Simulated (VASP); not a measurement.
Input of a VASP 6.6.1 run:

INCAR

```
PREC     = Accurate       # precision mode
ENCUT    = 600            # plane-wave cutoff, eV
EDIFF    = 1E-7           # SCF threshold, eV
ISMEAR   = 0              # smearing method
SIGMA    = 0.05           # smearing width, eV
LREAL    = False          # projectors in reciprocal space
LASPH    = True           # aspherical terms in the spheres
NELM     = 200            # most SCF steps
ALGO     = Normal         # electronic algorithm
ISIF     = 4              # what is computed and relaxed
LWAVE    = False          # write WAVECAR
LCHARG   = False          # write CHGCAR
ISPIN    = 2              # spin polarisation
MAGMOM   = 0.05 0 0 0     # initial moments
LORBIT   = 11             # projections on sites
LMAXMIX  = 6              # l up to which the mixer works
LDAU     = True           # DFT+U
LDAUTYPE = 2            
LDAUL    = -1 3 -1        # shell
LDAUU    = 0 6 0          # U, eV
LDAUJ    = 0 0 0        
LDAUPRINT= 1            
GGA      = PE             # functional
IBRION   = 2              # ionic algorithm
NSW      = 60             # ionic steps
EDIFFG   = -0.04          # ionic threshold
GGA_COMPAT= False        
NELMIN   = 4
```

KPOINTS

```
regular mesh
0
Gamma
  6 6 6
```

POSCAR

```
YbPdO2
1.0
    1.6867658046      0.9738546913      6.3685151170
   -1.6867658046      0.9738546913      6.3685151170
    0.0000000000     -1.9477093827      6.3685151170
Pd Yb O
1 1 2
Direct
    0.0000000000      0.0000000000      0.0000000000
    0.5000000000      0.5000000000      0.5000000000
    0.1066000000      0.1066000000      0.1066000000
    0.8934000000      0.8934000000      0.8934000000
```

Potentials or basis: VASP PAW PBE potentials, release 64 (Pd, Yb, O).

Command:

```sh
$ cat potpaw_PBE.64/Pd/POTCAR potpaw_PBE.64/Yb/POTCAR potpaw_PBE.64/O/POTCAR > POTCAR
$ mpirun -np 1 vasp_std > vasp.out
```

Question: Predict the net moment.

Answer: 1.04 μB per cell.

Question: What does it give for the site moments?

Answer: Pd +0.17; Yb +0.63; O +0.10 μB.

Step by step:
```
step  energy change (eV)  largest force (eV/Å)  pressure (GPa)  volume (Å³)
   1              0.0000                0.1929           -4.85        62.77
   2             -0.0462                0.5243           -2.66        62.77
   3             -0.0495                0.3545           -3.00        62.77
   4             -0.0582                0.1534           -2.79        62.77
   5             -0.0605                0.0322           -2.66        62.77
```

Caveat: the k points lie up to 0.36 Å⁻¹ apart in the final cell.
